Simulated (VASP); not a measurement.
# CdS (Fm-3m) in VASP: settings compared

CdS is run at these levels: RPBE+D4, revPBE+D3(BJ); tasks: relaxation of cell and atoms.

Everything below comes from runs of VASP 6.6.1. Logs are shortened: lines on timing, memory, paths and dates and some standing lists are left out, and cuts for length are marked.

## (1) The cell of the first run

The structure is cubic, space group Fm-3m (No. 225). Conventional cell: a = 5.506 Å, b = 5.506 Å, c = 5.506 Å, α = 90.00°, β = 90.00°, γ = 90.00°. Within 3.6 Å of Cd (site symmetry m-3m) lie 6 S at 2.75 Å. Within 3.6 Å of S (site symmetry m-3m) lie 6 Cd at 2.75 Å.

## (2) Relaxation of cell and atoms, RPBE+D4

Contents of INCAR:

```
PREC     = Accurate       # precision mode
ENCUT    = 600            # plane-wave cutoff, eV
EDIFF    = 1E-7           # SCF threshold, eV
ISMEAR   = -1             # smearing method
SIGMA    = 0.05           # smearing width, eV
LREAL    = False          # projectors in reciprocal space
LASPH    = True           # aspherical terms in the spheres
NELM     = 60             # most SCF steps
ALGO     = Normal         # electronic algorithm
ISIF     = 3              # what is computed and relaxed
LWAVE    = False          # write WAVECAR
LCHARG   = False          # write CHGCAR
GGA      = RP             # functional
IVDW     = 13             # dispersion correction
IBRION   = 2              # ionic algorithm
NSW      = 60             # ionic steps
EDIFFG   = -0.01          # ionic threshold
```

Contents of KPOINTS:

```
Automatic mesh
0
Gamma
  8 8 8
```

Contents of POSCAR:

```
CdS
1.0
    0.0000000000      2.7532440000      2.7532440000
    2.7532440000      0.0000000000      2.7532440000
    2.7532440000      2.7532440000      0.0000000000
Cd S
1 1
Direct
    0.0000000000      0.0000000000      0.0000000000
    0.5000000000      0.5000000000      0.5000000000
```

Potentials or basis: VASP PAW PBE potentials, release 64 (Cd, S).

Launch:

```bash
$ cat potpaw_PBE.64/Cd/POTCAR potpaw_PBE.64/S/POTCAR > POTCAR
$ mpirun -np 1 vasp_std > vasp.out
```

OUTCAR:

```text
PREC = Accurate
   ENCUT = 600
   EDIFF = 1E-7
   ISMEAR = -1
   LREAL = False
   LASPH = True
   NELM = 60
   ISIF = 3
   GGA = RP
   IVDW = 13
   IBRION = 2
   NSW = 60
   EDIFFG = -0.01

 ion  position               nearest neighbor table
   1  0.000  0.000  0.000-   2 2.75   2 2.75   2 2.75   2 2.75   2 2.75   2 2.75
   2  0.500  0.500  0.500-   1 2.75   1 2.75   1 2.75   1 2.75   1 2.75   1 2.75

  LATTYP: Found a face centered cubic cell.
 ALAT       =     5.5064880000

  Lattice vectors:

 A1 = (   0.0000000000,   2.7532440000,   2.7532440000)
 A2 = (   2.7532440000,   0.0000000000,   2.7532440000)
 A3 = (   2.7532440000,   2.7532440000,   0.0000000000)

Analysis of symmetry for initial positions (statically):
=====================================================================
 Subroutine PRICEL returns:
 Original cell was already a primitive cell.

 Routine SETGRP: Setting up the symmetry group for a
 face centered cubic supercell.

 Subroutine GETGRP returns: Found 48 space group operations
 (whereof 48 operations were pure point group operations)
 out of a pool of 48 trial point group operations.

The static configuration has the point symmetry O_h .

Analysis of symmetry for dynamics (positions and initial velocities):
=====================================================================
 Subroutine PRICEL returns:
 Original cell was already a primitive cell.

 Routine SETGRP: Setting up the symmetry group for a
 face centered cubic supercell.

 Subroutine GETGRP returns: Found 48 space group operations
 (whereof 48 operations were pure point group operations)
 out of a pool of 48 trial point group operations.

The dynamic configuration has the point symmetry O_h .

 Subroutine INISYM returns: Found 48 space group operations
 (whereof 48 operations are pure point group operations),
 and found     1 'primitive' translations

----------------------------------------------------------------------------------------

                                     Primitive cell

  volume of cell :      41.7411

  direct lattice vectors                    reciprocal lattice vectors
     0.000000000  2.753244000  2.753244000    -0.181603955  0.181603955  0.181603955
     2.753244000  0.000000000  2.753244000     0.181603955 -0.181603955  0.181603955
     2.753244000  2.753244000  0.000000000     0.181603955  0.181603955 -0.181603955

  length of vectors
     3.893675005  3.893675005  3.893675005     0.314547277  0.314547277  0.314547277

  position of ions in fractional coordinates (direct lattice)
     0.000000000  0.000000000  0.000000000
     0.500000000  0.500000000  0.500000000

  ion indices of the primitive-cell ions
   primitive index   ion index
                 1           1
                 2           2

----------------------------------------------------------------------------------------

 KPOINTS: Automatic mesh

Automatic generation of k-mesh.
 Grid dimensions read from file:
 generate k-points for:    8    8    8

 Generating k-lattice:

  Cartesian coordinates                     Fractional coordinates (reciprocal lattice)
    -0.022700494  0.022700494  0.022700494     0.125000000  0.000000000  0.000000000
     0.022700494 -0.022700494  0.022700494     0.000000000  0.125000000  0.000000000
     0.022700494  0.022700494 -0.022700494     0.000000000  0.000000000  0.125000000

  Length of vectors
     0.039318410  0.039318410  0.039318410

  Shift w.r.t. Gamma in fractional coordinates (k-lattice)
     0.000000000  0.000000000  0.000000000

 Subroutine IBZKPT returns following result:
 ===========================================

 Found     29 irreducible k-points:

 Following reciprocal coordinates:
            Coordinates               Weight
  0.000000  0.000000  0.000000      1.000000
  0.125000  0.000000  0.000000      8.000000
  0.250000  0.000000  0.000000      8.000000
  0.375000  0.000000  0.000000      8.000000
  0.500000  0.000000  0.000000      4.000000
  0.125000  0.125000  0.000000      6.000000
[... 16 lines left out ...]
  0.500000  0.250000  0.125000     48.000000
 -0.375000  0.250000  0.125000     24.000000
 [... further k-points ...]
   k-points           NKPTS =     29   k-points in BZ     NKDIM =     29   number of bands    NBANDS=     13
   number of dos      NEDOS =    301   number of ions     NIONS =      2
   total plane-waves  NPLWV =  32768
   dimension x,y,z NGX =    32 NGY =   32 NGZ =   32
   dimension x,y,z NGXF=    64 NGYF=   64 NGZF=   64
   ions per type =               1   1
   NGX,Y,Z   is equivalent  to a cutoff of  13.66, 13.66, 13.66 a.u.
   NGXF,Y,Z  is equivalent  to a cutoff of  27.33, 27.33, 27.33 a.u.
 SYSTEM =  unknown system
   PREC   = accura    normal or accurate (medium, high low for compatibility)
   ISTART =      0    job   : 0-new  1-cont  2-samecut
   ICHARG =      2    charge: 1-file 2-atom 10-const
   ISPIN  =      1    spin polarized calculation?
   LNONCOLLINEAR =      F non collinear calculations
   LSORBIT =      F    spin-orbit coupling
   LASPH  =      T    aspherical Exc in radial PAW
   ENCUT  =  600.0 eV  44.10 Ry    6.64 a.u.   7.78  7.78  7.78*2*pi/ulx,y,z
   NELM   =     60;   NELMIN=  2; NELMDL= -5     # of ELM steps
   EDIFF  = 0.1E-06   stopping-criterion for ELM
   LREAL  =      F    real-space projection
   EDIFFG = -.1E-01   stopping-criterion for IOM
   NSW    =     60    number of steps for IOM
   IBRION =      2    ionic relax: 0-MD 1-quasi-New 2-CG
   NFREE  =      1    steps in history (QN), initial steepest desc. (CG)
   ISIF   =      3    stress and relaxation
   ISYM   =      2    0-nonsym 1-usesym 2-fastsym
   POTIM  = 0.5000    time-step for ionic-motion
   TEBEG  =    0.0;   TEEND  =   0.0 temperature during run
   PSTRESS=    0.0 pullay stress
   NELECT =      18.0000    total number of electrons
   NUPDOWN=      -1.0000    fix difference up-down
   EMIN   =  10.00;   EMAX   =-10.00  energy-range for DOS
   EFERMI =   0.00;   METHOD = LEGACY
   ISMEAR =    -1;   SIGMA  =   0.05  broadening in eV -4-tet -1-fermi 0-gaus
   EFERMI_NEDOS =   21; number of points for ismear=-14 and -15
   IALGO  =     38    algorithm
   IMIX   =      4    mixing-type and parameters
     AMIX     =   0.40;   BMIX     =  1.00
     AMIX_MAG =   1.60;   BMIX_MAG =  1.00
  volume/ion in A,a.u.               =      20.87       140.84
  Fermi-wavevector in a.u.,A,eV,Ry     =   1.236833  2.337275 20.813583  1.529755
  Thomas-Fermi vector in A             =   2.371425
   LORBIT       =      0    0 simple, 1 ext, 2 COOP (PROOUT), +10 PAW based schemes
   GGA     = RP    functional components
   LHFCALC =     F    Hartree Fock is set to
   AEXX    =    0.0000 exact exchange contribution
   IVDW    =    13    specifies the selected vdW correction
   LEPSILON=     F    determine dielectric tensor
   LRPA    =     F    only Hartree local field effects (RPA)
 conjugate gradient relaxation of ions
 non-spin polarized calculation
  energy-cutoff  :      600.00
  volume of cell :       41.74
 maximum number of plane-waves:      1411
   NGX = 15   NGY = 15   NGZ = 15

--------------------------------------- Ionic step        1  -------------------------------------------

 number of electron      17.9999999 magnetization

 Free energy of the ion-electron system (eV)
  ---------------------------------------------------
  ext. energy  EPLUGINS =         0.00000000
  ---------------------------------------------------
  free energy    TOTEN  =        -5.16043360 eV

  energy without entropy =       -5.15997065  energy(sigma->0) =       -5.16020213

------------------------ aborting loop because EDIFF is reached ----------------------------------------

  DFT-D4 for vdW energy calculation

  Edisp (eV):   -1.53435

  FORCE on cell =-STRESS in cart. coord.  units (eV):
  Direction    XX          YY          ZZ          XY          YZ          ZX
  --------------------------------------------------------------------------------------
  -------------------------------------------------------------------------------------
  Total      -0.94404    -0.94404    -0.94404    -0.00000     0.00000    -0.00000
  in kB     -36.23555   -36.23555   -36.23555    -0.00000     0.00000    -0.00000
  external pressure =      -36.24 kB  Pullay stress =        0.00 kB
[... 61 lines left out ...]
  energy  without entropy=       -6.7148924825  energy(sigma->0) =       -6.71511861

--------------------------------------- Ionic step        3  -------------------------------------------

 number of electron      17.9999999 magnetization

 Free energy of the ion-electron system (eV)
  ---------------------------------------------------
  ext. energy  EPLUGINS =         0.00000000
  ---------------------------------------------------
  free energy    TOTEN  =        -5.10359663 eV

  energy without entropy =       -5.10314853  energy(sigma->0) =       -5.10337258

 E-fermi :   3.5548     XC(G=0): -10.4019

 val. band max:        3.3110202073   @ k =   0.5000   0.0000   0.0000
 cond. band min:       3.6798217803   @ k =   0.5000   0.5000   0.0000
 fundamental gap:      0.3688015731
 Fermi energy:         3.5548125873

 k-point     1 :       0.0000    0.0000    0.0000
  band No.  band energies     occupation
      1      -9.6824      2.00000
      2      -4.3650      2.00000
      3      -4.3650      2.00000
      4      -4.3650      2.00000
      5      -4.3643      2.00000
      6      -4.3643      2.00000
      7       2.5125      2.00000
      8       2.5125      2.00000
      9       2.5125      2.00000
     10       4.5073      0.00000
     11      12.5692      0.00000
     12      12.5692      0.00000
     13      12.5692      0.00000
[... 353 lines left out ...]
 k-point    24 :      -0.3750    0.2500    0.1250
  band No.  band energies     occupation
      1      -8.5296      2.00000
      2      -4.6168      2.00000
      3      -4.4796      2.00000
      4      -4.4250      2.00000
      5      -4.1316      2.00000
      6      -4.0292      2.00000
      7      -1.2520      2.00000
      8       1.4248      2.00000
      9       2.3320      2.00000
     10       7.4126      0.00000
     11       8.5273      0.00000
     12      10.8330      0.00000
     13      11.5985      0.00000

 [... further k-points ...]

------------------------ aborting loop because EDIFF is reached ----------------------------------------

  DFT-D4 for vdW energy calculation

  Edisp (eV):   -1.61544

  FORCE on cell =-STRESS in cart. coord.  units (eV):
  Direction    XX          YY          ZZ          XY          YZ          ZX
  --------------------------------------------------------------------------------------
  -------------------------------------------------------------------------------------
  Total       0.00160     0.00160     0.00160     0.00000     0.00000    -0.00000
  in kB       0.06459     0.06459     0.06459     0.00000     0.00000    -0.00000
  external pressure =        0.06 kB  Pullay stress =        0.00 kB
[... 17 lines left out ...]
  FREE ENERGIE OF THE ION-ELECTRON SYSTEM (eV)
  ---------------------------------------------------
  free  energy   TOTEN  =        -6.7190340960 eV

  energy  without entropy=       -6.7185859998  energy(sigma->0) =       -6.71881005

 reached required accuracy - stopping structural energy minimisation
```

Wall time 38 s (1 thread of Intel Xeon Platinum 8488C (Sapphire Rapids), shared host); peak memory 0.19 GiB.

What came out:

```yaml
Free_energy: -6.7190 eV
Relaxed_volume: 19.85 Å³/atom
Relaxed_cell: a = 3.829 Å, b = 3.829 Å, c = 3.829 Å, α = 60.00°, β = 60.00°, γ = 60.00°
Space_group_after_relaxing_to_0.05_Å: Fm-3m (No. 225)
Energy_gained_by_relaxing: 12.1 meV/atom
Ionic_steps: 3
Pressure_after_relaxing: 0.0 GPa
Band_gap_on_the_k_mesh: 0.37 eV, indirect (least direct gap 1.99 eV)
Dispersion_energy_per_atom: -0.808 eV
```

Step by step:
```tsv
step	energy change (eV)	largest force (eV/Å)	pressure (GPa)	volume (Å³)
1	0.0000	0.0000	-3.62	41.74
2	-0.0206	0.0000	1.62	38.95
3	-0.0243	0.0000	0.01	39.70
```

Final structure:
```
Cd S
1.0
     0.00000    2.70757    2.70757
     2.70757    0.00000    2.70757
     2.70757    2.70757    0.00000
Cd S
1 1
Direct
  0.00000 0.00000 0.00000
  0.50000 0.50000 0.50000
```

Levels at points of the mesh, in eV from the valence-band top:
```
           k point  band 6  band 7  band 8  band 9  band 10  band 11  band 12  band 13
(0.00, 0.00, 0.00)   -7.68   -0.80   -0.80   -0.80     1.20     9.26     9.26     9.26
(0.50, 0.00, 0.00)   -7.45   -4.94    0.00    0.00     3.61     5.97     5.97     7.19
(0.50, 0.50, 0.00)   -6.64   -4.40   -2.24   -2.24     0.37     6.06    10.20    11.64
```

Caveat: the PAW data sets were made with another functional, which shifts forces and pressure a little.

## (3) Relaxation of cell and atoms, revPBE+D3(BJ)

Contents of INCAR:

```
SYSTEM = CdS
  PREC = Accurate
  ENCUT = 600
  EDIFF = 1E-6
  ISMEAR = -1
  SIGMA = 0.05
  LREAL = .False.
  LASPH = .True.
  NELM = 80
  ALGO = Normal
  ISIF = 3
  LWAVE = .False.
  LCHARG = .False.
  GGA = RE
  IVDW = 12
  IBRION = 2
  NSW = 60
  EDIFFG = -0.01
```

Contents of KPOINTS:

```
Automatic mesh
0
Gamma
  8 8 8
  0 0 0
```

POSCAR is that of step 2.

Potentials or basis: VASP PAW PBE potentials, release 64 (Cd, S).

Launch:

```bash
$ cat potpaw_PBE.64/Cd/POTCAR potpaw_PBE.64/S/POTCAR > POTCAR
$ mpirun -np 1 vasp_std > vasp.out
```

Run time: 30 s. Hardware: 1 thread of Intel Xeon Platinum 8488C (Sapphire Rapids), shared host; peak memory 0.2 GiB.

Results (log left out):

```
Free energy                            : -6.7392 eV
Relaxed volume                         : 19.75 Å³/atom
Relaxed cell                           : a = 3.823 Å, b = 3.823 Å, c = 3.823 Å, α = 60.00°, β = 60.00°, γ = 60.00°
Space group after relaxing (to 0.05 Å) : Fm-3m (No. 225)
Energy gained by relaxing              : 14.7 meV/atom
Ionic steps                            : 3
Pressure after relaxing                : 0.0 GPa
Band gap on the k mesh                 : 0.34 eV, indirect (least direct gap 1.99 eV)
Dispersion energy per atom             : -0.770 eV
```

Step by step:
| step | energy change (eV) | largest force (eV/Å) | pressure (GPa) | volume (Å³) |
| --- | --- | --- | --- | --- |
| 1 | 0.0000 | 0.0000 | -3.99 | 41.74 |
| 2 | -0.0249 | 0.0000 | 1.82 | 38.68 |
| 3 | -0.0294 | 0.0000 | 0.00 | 39.50 |

Final structure:
```cif
data_structure
_symmetry_space_group_name_H-M 'P 1'
_symmetry_Int_Tables_number 1
_cell_length_a 3.8226
_cell_length_b 3.8226
_cell_length_c 3.8226
_cell_angle_alpha 60.000
_cell_angle_beta 60.000
_cell_angle_gamma 60.000
_cell_volume 39.50
loop_
_atom_site_label
_atom_site_type_symbol
_atom_site_fract_x
_atom_site_fract_y
_atom_site_fract_z
_atom_site_occupancy
Cd1 Cd 0.00000 0.00000 0.00000 1
S1 S 0.50000 0.50000 0.50000 1
```

Levels at points of the mesh, in eV from the valence-band top:
```csv
k point,band 6,band 7,band 8,band 9,band 10,band 11,band 12,band 13
"(0.00, 0.00, 0.00)",-7.69,-0.81,-0.81,-0.81,1.18,9.25,9.25,9.25
"(0.50, 0.00, 0.00)",-7.46,-4.98,0.00,0.00,3.57,5.94,5.94,7.21
"(0.50, 0.50, 0.00)",-6.64,-4.45,-2.27,-2.27,0.34,6.03,10.20,11.65
```

Caveat: the PAW data sets were made with another functional, which shifts forces and pressure a little. A k mesh can miss the band edges.
